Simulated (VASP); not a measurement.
Crystal: GaGe3.

```
CELL_PARAMETERS angstrom
0.00000 3.38717 3.38717
3.38717 0.00000 3.38717
3.38717 3.38717 0.00000
ATOMIC_POSITIONS crystal
Ge 0.50000 0.50000 0.50000
Ge 0.75000 0.75000 0.75000
Ge 0.25000 0.25000 0.25000
Ga 0.00000 0.00000 0.00000
```

Base run:

- Program: VASP 6.6.1
- Functional: PBEsol
- Potentials or basis: VASP PAW PBE potentials, release 64 (Ge_d, Ga_d)
- Cutoff: 520 eV
- k mesh: 6 × 6 × 6
- Occupations: methfessel-paxton, width 0.1 eV
- Spin: non-collinear spin, zero start, spin-orbit coupling
- Starting moments: [[0.0, 0.0, 0.0], [0.0, 0.0, 0.0], [0.0, 0.0, 0.0], [0.0, 0.0, 0.0]] μB

Its results: pressure -2.9 GPa; net moment 0.00 μB per cell.

Question: The run is repeated on the same cell with these changes: k mesh from 6 × 6 × 6 to 7 × 7 × 7; occupations from methfessel-paxton, width 0.1 eV to fermi-dirac, width 0.05 eV. What comes out?

Answer: Pressure -3.9 GPa; net moment 0.00 μB per cell.

Caveats: the PAW data sets were made with another functional, which shifts forces and pressure a little; the cell stands under tension (at least some runs).
